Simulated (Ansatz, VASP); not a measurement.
**One calculation of Mg, two programs**

File POSCAR:

```
Mg
1.0
    3.2211018936      0.0000000000      0.0000000000
   -1.6105509468      2.7895560680      0.0000000000
    0.0000000000      0.0000000000      5.2247519934
Mg
2
Direct
    0.3333333333      0.6666666667      0.2500000000
    0.6666666667      0.3333333333      0.7500000000
```

The input INCAR.step1:

```
PREC     = Accurate       # precision mode
ENCUT    = 520            # plane-wave cutoff, eV
ISMEAR   = -1             # smearing method
SIGMA    = 0.1            # smearing width, eV
LREAL    = False          # projectors in reciprocal space
LASPH    = True           # aspherical terms in the spheres
NELM     = 60             # most SCF steps
NBANDS   = 9              # bands
GGA      = PE             # functional
ALGO     = Normal         # electronic algorithm
EDIFF    = 1E-4           # SCF threshold, eV
LWAVE    = True           # write WAVECAR
LCHARG   = False          # write CHGCAR
```

The input INCAR.step2:

```
PREC     = Accurate       # precision mode
ENCUT    = 520            # plane-wave cutoff, eV
EDIFF    = 1E-6           # SCF threshold, eV
ISMEAR   = -1             # smearing method
SIGMA    = 0.1            # smearing width, eV
LREAL    = False          # projectors in reciprocal space
LASPH    = True           # aspherical terms in the spheres
NELM     = 60             # most SCF steps
ALGO     = Normal         # electronic algorithm
ISIF     = 2              # what is computed and relaxed
LWAVE    = False          # write WAVECAR
LCHARG   = False          # write CHGCAR
METAGGA  = R2SCAN         # meta-GGA
LMIXTAU  = True         
NBANDS   = 9              # bands
ISTART   = 1
```

KPOINTS

```
Automatic mesh
0
Gamma
  19 19 10
```

Input for Ansatz:

```yaml
crystal:
  lattice:
    - [3.2211018936, 0.0, 0.0]
    - [-1.6105509468, 2.789556068, 0.0]
    - [0.0, 0.0, 5.2247519934]
  atoms:
    - { symbol: Mg, position: [0.3333333333, 0.6666666667, 0.25] }
    - { symbol: Mg, position: [0.6666666667, 0.3333333333, 0.75] }
hamiltonian:
  xc: r2scan
  pseudopotentials:
    kind: paw
    azcp:
      Mg: "pseudopotentials/Mg.paw.azcp"
basis:
  ecutwfc: 500
  fft_grid_basis: typed
kpoints:
  mp_grid: { grid: [19, 19, 10], shift: [0, 0, 0] }
magnetization:
  spin_polarized: false
scf:
  occupations: { method: fermi_dirac, width: 0.1 }
output:
  stress: true
```

Alike in both runs: task single point; functional r2SCAN; k mesh 19 × 19 × 10; occupations fermi-dirac, width 0.1 eV; no spin polarisation.

|  | VASP | Ansatz |
| --- | --- | --- |
| version | VASP 6.6.1 | Ansatz 0.2.0 |
| potentials or method | VASP PAW PBE potentials, release 64 (Mg), cutoff 520 eV | plane waves (500 eV) with PAW, scalar-relativistic |
| valence electrons in the cell | 4 | 20 |

|  | VASP | Ansatz | Ansatz less VASP |
| --- | --- | --- | --- |
| pressure (GPa) | -1.6 | -1.4 | +0.26 |
| traceless stress, the component that is largest in VASP (GPa) | -0.05 | -0.05 | 0.000 |

VASP's potentials were made for PBE, not for r2SCAN. VASP's potentials hold 4 valence electrons a cell and Ansatz's 20, so a difference there can come from the potentials and not from the codes.
